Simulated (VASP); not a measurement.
The system is C.

```
CELL_PARAMETERS angstrom
2.46000 0.00000 0.00000
-1.23000 2.13042 0.00000
0.00000 0.00000 6.70000
ATOMIC_POSITIONS crystal
C 0.00000 0.00000 0.25000
C 0.33333 0.66667 0.25000
C 0.00000 0.00000 0.75000
C 0.66667 0.33333 0.75000
```

```yaml
Program: VASP 6.6.1
Task: relaxation of cell and atoms
Functional: PBE
Potentials_or_basis: VASP PAW PBE potentials, release 64 (C)
Cutoff: 600 eV
k_mesh: 24 × 24 × 8
Occupations: gaussian, width 0.05 eV
Spin: no spin polarisation
```

At the start: pressure 3.2 GPa; volume 8.78 Å³/atom.

Where does the relaxation end?

Over 11 steps the energy falls by 12.7 meV/atom and the volume is 10.39 Å³/atom (+18.4 %); space group P6_3/mmc (No. 194, to 0.05 Å).

The path:
```csv
step,energy change (eV),largest force (eV/Å),pressure (GPa),volume (Å³)
1,0.0000,0.0000,3.16,35.11
2,0.0009,0.0000,-3.50,36.00
3,-0.0041,0.0000,-0.06,35.53
4,-0.0117,0.0000,-0.04,35.93
5,-0.0290,0.0000,0.08,37.14
6,-0.0467,0.0000,0.46,39.54
7,-0.0394,0.0000,0.94,44.33
8,-0.0503,0.0000,0.69,41.03
9,-0.0504,0.0000,0.74,41.39
10,-0.0232,0.0000,-6.67,43.21
11,-0.0507,0.0000,-0.01,41.56
```

Final structure:
```
C
1.0
     2.46720    0.00000    0.00000
    -1.23360    2.13665    0.00000
     0.00000    0.00000    7.88417
C
4
Direct
  0.00000 0.00000 0.25000
  0.33333 0.66667 0.25000
  0.00000 0.00000 0.75000
  0.66667 0.33333 0.75000
```

Caveat: the volume moved by over 15 % at a fixed basis, so the end points are rough; this functional lacks dispersion, which binds the layers, so the pressure and a relaxed spacing across them are unreliable.
